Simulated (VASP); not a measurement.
Runs of VASP 6.6.1 on Rh2O5 (cubic X2O5 type). The structure is that of space group Pn-3m (No. 224), or close to it. The cells are those of the table. 

```csv
cell,k mesh,gap on the mesh (eV),pressure (GPa)
"a = 5.176 Å, 14 atoms",8 × 8 × 8,none,-10.7
"a = 4.973 Å, 14 atoms",8 × 8 × 8,none,15.0
"a = 5.008 Å, 14 atoms",8 × 8 × 8,none,(a)
"a = 5.143 Å, 14 atoms",8 × 8 × 8,none,-7.6
"a = 5.176 Å, 14 atoms",11 × 11 × 11,none,-10.7
```

Alike in all rows: task single point; level PBE; potentials or basis VASP PAW PBE potentials, release 64 (Rh_pv, O); no spin polarisation; cutoff (eV) 520; smearing fermi-dirac 0.0612256 eV.

Q: Estimate the missing entries.

A: (a) 9.4.

Caveats: the cell stands under tension (at least some runs); the cell stands under pressure (at least some runs).

A k mesh can miss the band edges, and the runs leave out spin-orbit coupling on Rh.

A gap of «none» marks levels without a gap at the run's occupations.
